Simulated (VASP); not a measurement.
Wanted: the native input for a VASP 6.6.1 run.

- Task: single point
- Functional: LDA
- Potentials or basis: VASP PAW LDA potentials, release 64 (Cd, S)
- Cutoff: 520 eV
- k mesh: 16 × 16 × 16
- Occupations: gaussian, width 0.15 eV
- Spin: no spin polarisation
- Dipole correction: no
- Further INCAR settings: ALGO = Normal; EDIFF = 1e-06; NBANDS = 16

The structure of CdS lies in POSCAR:

```
CdS
1.0
    0.0000000000      2.6706466800      2.6706466800
    2.6706466800      0.0000000000      2.6706466800
    2.6706466800      2.6706466800      0.0000000000
Cd S
1 1
Direct
    0.0000000000      0.0000000000      0.0000000000
    0.5000000000      0.5000000000      0.5000000000
```

This cell differs from its parent crystal: strain -0.030 along x and y, -0.030 along z.

The input as run:

INCAR

```
SYSTEM = CdS
ALGO = Normal
EDIFF = 1E-6
ENCUT = 520
GGA = CA
ISIF = 2
ISMEAR = 0
LASPH = .TRUE.
LCHARG = .FALSE.
LREAL = .FALSE.
LWAVE = .FALSE.
NBANDS = 16
NELM = 100
PREC = Accurate
SIGMA = 0.15
```

KPOINTS

```
k-points
0
G
  16 16 16
  0 0 0
```

Potentials or basis: VASP PAW LDA potentials, release 64 (Cd, S).

The run is started by

```sh
$ cat potpaw_LDA.64/Cd/POTCAR potpaw_LDA.64/S/POTCAR > POTCAR
$ mpirun -np 1 vasp_std > vasp.out
```

It gave:

```
Pressure               : 0.6 GPa
Band gap on the k mesh : zero (bands 9 and 10 overlap by 0.02 eV)
```

Caveat: the cell differs from its parent crystal (strain -0.030 along x and y, -0.030 along z); semilocal functionals underestimate gaps, and a narrow one can read as zero.

Run time: 72 s on 1 thread of AMD EPYC 7R13 Processor (Zen 3), on a shared host, peak memory 0.17 GiB.
